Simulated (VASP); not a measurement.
## AlN: single point with LDA

The system is AlN.

```
Al N
1.0
     3.31212    0.00000    0.00000
    -1.65606    2.86838    0.00000
     0.00000    0.00000    4.18756
Al N
2 2
Direct
  0.33333 0.66667 0.75000
  0.66667 0.33333 0.25000
  0.33333 0.66667 0.25000
  0.66667 0.33333 0.75000
```

| Item | Value |
| --- | --- |
| Program | VASP 6.6.1 |
| Task | single point |
| Functional | LDA |
| Potentials or basis | VASP PAW LDA potentials, release 64 (Al, N) |
| Cutoff | 520 eV |
| k mesh | 12 × 12 × 6 |
| Occupations | methfessel-paxton, width 0.05 eV |
| Spin | no spin polarisation |
| Dipole correction | no |
| Further INCAR settings | ALGO = Normal; EDIFF = 1e-06; NBANDS = 16 |

* Pressure: -8.2 GPa
* Band gap on the k mesh: 3.28 eV, direct

Stress tensor (GPa, compression positive):
```
-8.07  0.00  0.00
 0.00 -8.07  0.00
 0.00  0.00 -8.55
```

Levels at points of the mesh, in eV from the valence-band top:
| k point | band 5 | band 6 | band 7 | band 8 | band 9 | band 10 | band 11 | band 12 |
| --- | --- | --- | --- | --- | --- | --- | --- | --- |
| (0.00, 0.00, 0.00) | -3.27 | -1.61 | -1.61 | 0.00 | 3.28 | 4.24 | 8.04 | 8.04 |
| (0.50, 0.00, 0.00) | -4.49 | -4.32 | -2.90 | -1.46 | 3.71 | 7.00 | 7.08 | 9.08 |
| (0.00, 0.00, 0.50) | -2.48 | -2.48 | -2.48 | -2.48 | 5.57 | 5.57 | 8.25 | 8.25 |
| (0.50, 0.00, 0.50) | -3.26 | -3.26 | -1.74 | -1.74 | 4.96 | 4.96 | 9.09 | 9.09 |

It took 24 s on 1 thread of Intel(R) Xeon(R) 6975P-C (Granite Rapids), with other jobs on the host, peak memory 0.16 GiB.

A k mesh can miss the band edges. Expect the measured gap to be larger: semilocal functionals such as LDA lack the derivative discontinuity.
